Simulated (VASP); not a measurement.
Rh:

```xyz
2
Lattice="2.7310 0.0000 0.0000 -1.3655 2.3651 0.0000 0.0000 0.0000 4.4285" Properties=species:S:1:pos:R:3 pbc="T T T"
Rh    1.3655    0.7884    3.3214
Rh    0.0000    1.5767    1.1071
```

* Program: VASP 6.6.1
* Task: relaxation of cell and atoms
* Functional: PBEsol
* Potentials or basis: VASP PAW PBE potentials, release 64 (Rh_pv)
* Cutoff: 600 eV
* k mesh: 14 × 14 × 8
* Occupations: fermi-dirac, width 0.15 eV
* Spin: no spin polarisation

At the start: pressure -12.8 GPa; volume 14.30 Å³/atom.

Problem. Where does the relaxation end?

Solution. Over 10 steps the energy falls by 30.0 meV/atom and the volume is 13.60 Å³/atom (-4.9 %); space group P6_3/mmc (No. 194, to 0.05 Å).

The path:
| step | energy change (eV) | largest force (eV/Å) | pressure (GPa) | volume (Å³) |
| --- | --- | --- | --- | --- |
| 1 | 0.0000 | 0.0000 | -12.77 | 28.60 |
| 2 | 0.3348 | 0.0000 | 46.66 | 24.14 |
| 3 | -0.0595 | 0.0000 | -0.59 | 27.25 |
| 4 | -0.0596 | 0.0000 | -0.08 | 27.20 |
| 5 | -0.0596 | 0.0000 | 0.21 | 27.17 |
| 6 | -0.0599 | 0.0000 | 0.19 | 27.18 |
| 7 | -0.0599 | 0.0000 | 0.19 | 27.18 |
| 8 | -0.0599 | 0.0000 | 0.19 | 27.18 |
| 9 | -0.0599 | 0.0000 | -0.40 | 27.23 |
| 10 | -0.0599 | 0.0000 | 0.00 | 27.20 |

Final structure:
```
Rh
1.0
     2.69129    0.00000    0.00000
    -1.34565    2.33073    0.00000
     0.00000    0.00000    4.33582
Rh
2
Direct
  0.66667 0.33333 0.75000
  0.33333 0.66667 0.25000
```

Caveat: the PAW data sets were made with another functional, which shifts forces and pressure a little.
